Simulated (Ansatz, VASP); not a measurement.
**Ge in VASP and in Ansatz**

File INCAR:

```
SYSTEM = Ge
PREC = Accurate
ENCUT = 600
EDIFF = 1E-6
ISMEAR = -1
SIGMA = 0.05
LREAL = .False.
LASPH = .True.
NELM = 60
ALGO = Normal
ISIF = 3
LWAVE = .False.
LCHARG = .False.
IBRION = 2
NSW = 60
EDIFFG = -0.01
```

Contents of KPOINTS:

```
Automatic mesh
0
Gamma
  12 12 12
  0 0 0
```

File POSCAR:

```
Ge
1.0
   -1.6084200000      1.6084200000      1.8731800000
    1.6084200000     -1.6084200000      1.8731800000
    1.6084200000      1.6084200000     -1.8731800000
Ge
1
Direct
    0.5000000000      0.5000000000      0.0000000000
```

Contents of input.yaml:

```yaml
crystal:
  lattice:
    - [-1.60842, 1.60842, 1.87318]
    - [1.60842, -1.60842, 1.87318]
    - [1.60842, 1.60842, -1.87318]
  atoms:
    - { symbol: Ge, position: [0.5, 0.5, 0.0] }
hamiltonian:
  xc: lda
  pseudopotentials: { kind: paw }
kpoints:
  mp_grid: { grid: [12, 12, 12] }
scf:
  occupations: { method: fermi_dirac, width: 0.05 }
output:
  forces: true
  stress: true
  eigenvalues: true
  write_density: true
  write_potential: true
  elf: true
  volumetric_format: npy
relax:
  f_tol: 0.01
  max_steps: 40
  cell: { stress_tol: 0.05 }
```

Alike in both runs: task relaxation of cell and atoms; functional LDA; k mesh 12 × 12 × 12; occupations fermi-dirac, width 0.05 eV; no spin polarisation.

|  | VASP | Ansatz |
| --- | --- | --- |
| version | VASP 6.6.1 | Ansatz 0.2.0 |
| potentials or method | VASP PAW LDA potentials, release 64 (Ge_d) | Ansatz PAW |
| plane-wave cutoff (eV) | 600 | 420 |
| valence electrons in the cell | 14 | 14 |

```tsv
	VASP	Ansatz	Ansatz less VASP
gap on the k mesh at the Fermi level, each at its own relaxed structure (eV)	none	none	-
relaxed volume (Å³/atom)	18.13	18.09	-0.035
relaxed cell length with the largest relative difference (Å)	2.882	2.894	+0.0117
```

LDA's correlation is that of Perdew and Zunger in VASP and of Perdew and Wang (1992) in Ansatz. A gap of «none» marks a metal or a gap that the smearing closes.

Noted on Ansatz's run: the plane-wave basis is chosen anew once the cell has moved, so the energies of steps on either side of that aren't comparable.
